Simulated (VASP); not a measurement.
# SiNi3: single point with PBEsol

SiNi3:

```
CELL_PARAMETERS angstrom
3.54778 0.00000 0.00000
0.00000 3.54778 0.00000
0.00000 0.00000 3.28818
ATOMIC_POSITIONS crystal
Si 0.00000 0.00000 0.00000
Ni 0.00000 0.50000 0.50000
Ni 0.50000 0.00000 0.50000
Ni 0.50000 0.50000 0.00000
```

This cell differs from its parent crystal: strain +0.025 along x and y, -0.050 along z.

- Program: VASP 6.6.1
- Task: single point
- Functional: PBEsol
- Potentials or basis: VASP PAW PBE potentials, release 64 (Si, Ni)
- Cutoff: 520 eV
- k mesh: 14 × 14 × 14
- Occupations: gaussian, width 0.15 eV
- Spin: no spin polarisation

```json
{
 "Pressure": "1.1 GPa",
 "Band gap on the k mesh": "zero (bands 17 and 18 overlap by 0.43 eV)"
}
```

Stress tensor (GPa, compression positive):
```
-2.52  0.00  0.00
 0.00 -2.52  0.00
 0.00  0.00  8.21
```

Levels at points of the mesh, in eV from the Fermi level:
```
           k point  band 15  band 16  band 17  band 18  band 19  band 20
(0.00, 0.00, 0.00)    -0.34    -0.23     0.11     0.11     0.11     4.94
(0.50, 0.00, 0.00)    -1.25    -0.53     0.11     3.16     4.20     4.82
(0.50, 0.50, 0.00)    -1.35    -1.16    -1.10     0.47     0.47     6.25
(0.00, 0.00, 0.50)    -1.11    -0.80    -0.22     3.97     3.97     5.00
(0.50, 0.00, 0.50)    -1.12    -1.11    -0.98     0.74     0.77     5.69
(0.50, 0.50, 0.50)    -1.14    -0.53    -0.31    -0.31    -0.11     1.39
```

Wall time 7.4 min on 1 thread of Intel Xeon 8259CL (shared host), peak memory 0.35 GiB.

Caveat: the cell differs from its parent crystal (strain +0.025 along x and y, -0.050 along z); the stress differs along the axes, from -3 to 8 GPa; the PAW data sets were made with another functional, which shifts forces and pressure a little. Spin polarisation is off, so any magnetic state and its effect on volume and gap are missing.
